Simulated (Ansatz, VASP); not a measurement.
**Ga: VASP beside Ansatz**

```
Ga
1.0
     1.35019   -3.90698    0.00000
     1.35019    3.90698    0.00000
     0.00000    0.00000    3.28697
Ga
2
Cartesian
  1.3502 -2.8627 0.8217
  1.3502 2.8627 2.4652
```

Alike in both runs: functional LDA; k mesh 16 × 16 × 14; occupations fermi-dirac, width 0.15 eV; no spin polarisation.

Ansatz relaxed the structure, and its values are those at the end. VASP's run is a single point on that final structure, the one shown.

```csv
,VASP,Ansatz
version,VASP 6.6.1,Ansatz 0.2.0
potentials or method,"VASP PAW LDA potentials, release 64 (Ga_d), cutoff 520 eV","scalar-relativistic, plane waves, PAW"
valence electrons in the cell,26,26
```

VASP gave:

```
gap on the k mesh at the Fermi level (eV) : none
pressure (GPa)                            : 0.1
```

Task: What did Ansatz give for the same quantities?

Result: gap on the k mesh at the Fermi level (eV): none; pressure (GPa): 0.0.

LDA's correlation is that of Perdew and Zunger in VASP and of Perdew and Wang (1992) in Ansatz. A gap of «none» marks a metal or a gap that the smearing closes.
